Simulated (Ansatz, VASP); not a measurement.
Two plane-wave programs on MgO

```xyz
2
Lattice="2.9380 0.0000 0.0000 -1.4690 2.5444 0.0000 0.0000 0.0000 2.6797" Properties=species:S:1:pos:R:3 pbc="T T T"
Mg    0.0000    0.0000    0.0000
O     0.0000    1.6963    1.1648
```

Change from the starting cell: all O atoms moved +0.175 Å, as atom 2 towards its neighbour atom 2 (O) at 2.680 Å.

Alike in both runs: task single point; functional LDA; k mesh 9 × 9 × 8; occupations gaussian, width 0.05 eV; no spin polarisation.

|  | VASP | Ansatz |
| --- | --- | --- |
| version | VASP 6.6.1 | Ansatz 0.2.0 |
| potentials or method | VASP PAW LDA potentials, release 64 (Mg_sv, O), cutoff 840 eV | scalar-relativistic, plane waves, PAW |
| valence electrons in the cell | 16 | 16 |

Ansatz gave:

| Quantity | Value |
| --- | --- |
| gap on the k mesh at the Fermi level (eV) | 2.91 |
| least direct gap on the mesh (eV) | 3.35 |
| pressure (GPa) | -6.8 |
| traceless stress, the component that is largest in VASP (GPa) | -0.20 |
| rms of the force components (eV/Å) | 0.294 |

Q: What did VASP give for the same quantities?

A: gap on the k mesh at the Fermi level (eV): 2.92; least direct gap on the mesh (eV): 3.37; pressure (GPa): -6.4; traceless stress, the component that is largest in VASP (GPa): -0.15; rms of the force components (eV/Å): 0.311.

LDA's correlation is that of Perdew and Zunger in VASP and of Perdew and Wang (1992) in Ansatz. Atom by atom the forces differ by 0.017 eV/Å (rms over components).
